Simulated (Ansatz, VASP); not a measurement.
One calculation of Gd, two programs

Contents of INCAR:

```
ALGO     = Normal         # electronic algorithm
EDIFF    = 1E-8           # SCF threshold, eV
ENCUT    = 520            # plane-wave cutoff, eV
GGA      = PE             # functional
ISIF     = 2              # what is computed and relaxed
ISMEAR   = -1             # smearing method
ISPIN    = 2              # spin polarisation
LASPH    = True           # aspherical terms in the spheres
LCHARG   = False          # write CHGCAR
LEFG     = True         
LMAXMIX  = 6              # l up to which the mixer works
LORBIT   = 11             # projections on sites
LREAL    = False          # projectors in reciprocal space
LWAVE    = False          # write WAVECAR
MAGMOM   = 7 7            # initial moments
NBANDS   = 29             # bands
NELM     = 150            # most SCF steps
PREC     = Accurate       # precision mode
SIGMA    = 0.03           # smearing width, eV
```

KPOINTS

```
k-points
0
Gamma
  9 9 9
```

File POSCAR:

```
Gd
1.0
    0.0000000000      3.4948502666      3.4948502666
    3.4948502666      0.0000000000      3.4948502666
    3.4948502666      3.4948502666      0.0000000000
Gd
2
Direct
    0.0000000000      0.0000000000      0.0000000000
    0.2500000000      0.2500000000      0.2500000000
```

Input for Ansatz:

```yaml
crystal:
  lattice:
    - [0.0, 3.4948502666, 3.4948502666]
    - [3.4948502666, 0.0, 3.4948502666]
    - [3.4948502666, 3.4948502666, 0.0]
  atoms:
    - { symbol: Gd, position: [0.0, 0.0, 0.0], spin: 7.0 }
    - { symbol: Gd, position: [0.25, 0.25, 0.25], spin: 7.0 }
magnetization:
  spin_polarized: true
kpoints:
  mp_grid: { grid: [9, 9, 9] }
  band_path:
    path:
      - [0.0, 0.0, 0.0]
      - [0.5, 0.0, 0.5]
      - [0.625, 0.25, 0.625]
      - [0.375, 0.375, 0.75]
      - [0.0, 0.0, 0.0]
      - [0.5, 0.5, 0.5]
      - [0.5, 0.25, 0.75]
      - [0.5, 0.0, 0.5]
    npoints: 8
scf:
  occupations: { method: fermi_dirac, width: 0.03 }
hamiltonian:
  xc: pbe
  pseudopotentials: { kind: all_electron, datasets: crystal }
output:
  forces: true
  stress: true
  eigenvalues: true
  efg: { contact_densities: true }
```

Alike in both runs: task electric field gradients; functional PBE; k mesh 9 × 9 × 9; occupations fermi-dirac, width 0.03 eV; collinear spin.

|  | VASP | Ansatz |
| --- | --- | --- |
| version | VASP 6.6.1 | Ansatz 0.2.0 |
| potentials or method | VASP PAW PBE potentials, release 64 (Gd), cutoff 520 eV | all-electron PAW with datasets made for the crystal, scalar-relativistic |

Ansatz gave:

| Item | Value |
| --- | --- |
| pressure (GPa) | 0.0 |
| net moment per atom (μB) | 7.66 |
| size of the moment on the site where the two differ most (μB) | 7.20 |

Task: Estimate VASP's values.

Result: Pressure (GPa): 0.0; net moment per atom (μB): 7.68; size of the moment on the site where the two differ most (μB): 6.99.

Site moments also hang on the region over which each program counts them. Ansatz ran all-electron here, and VASP with PAW potentials.

Neither program's run includes spin-orbit coupling.
